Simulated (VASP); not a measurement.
## CdS (Greenockite): single point with PBE

Crystal: CdS (Greenockite).

```
Cd S
1.0
     4.09391    0.00000    0.00000
    -2.04696    3.54543    0.00000
     0.00000    0.00000    6.64595
Cd S
2 2
Direct
  0.66667 0.33333 0.50000
  0.33333 0.66667 0.00000
  0.66667 0.33333 0.87500
  0.33333 0.66667 0.37500
```

This cell differs from its parent crystal: volume scaled by 0.96.

- Program: VASP 6.6.1
- Task: single point
- Functional: PBE
- Potentials or basis: VASP PAW PBE potentials, release 64 (Cd, S)
- Cutoff: 520 eV
- k mesh: 7 × 7 × 4
- Occupations: fermi-dirac, width 0.05 eV
- Spin: no spin polarisation
- Dipole correction: no
- Further INCAR settings: ALGO = Normal; EDIFF = 1e-06; NBANDS = 26

```yaml
Pressure: 5.3 GPa
Largest_force: 0.078 eV/Å
Band_gap_on_the_k_mesh: 1.30 eV, direct
```

Forces on the atoms (eV/Å):
```
Cd   0.000  0.000 -0.078
Cd   0.000  0.000 -0.078
S    0.000  0.000  0.078
S    0.000  0.000  0.078
```

Stress tensor (GPa, compression positive):
```
5.00 0.00 0.00
0.00 5.00 0.00
0.00 0.00 5.81
```

Levels at points of the mesh, in eV from the valence-band top:
| k point | band 15 | band 16 | band 17 | band 18 | band 19 | band 20 | band 21 | band 22 |
| --- | --- | --- | --- | --- | --- | --- | --- | --- |
| (0.00, 0.00, 0.00) | -0.82 | -0.05 | 0.00 | 0.00 | 1.30 | 2.84 | 6.47 | 6.47 |
| (0.00, 0.00, 0.50) | -0.42 | -0.42 | -0.42 | -0.42 | 2.93 | 2.93 | 6.25 | 6.25 |

Run time: 27 s on 1 thread of Intel(R) Xeon(R) 6975P-C (Granite Rapids), on a shared host, peak memory 0.21 GiB.
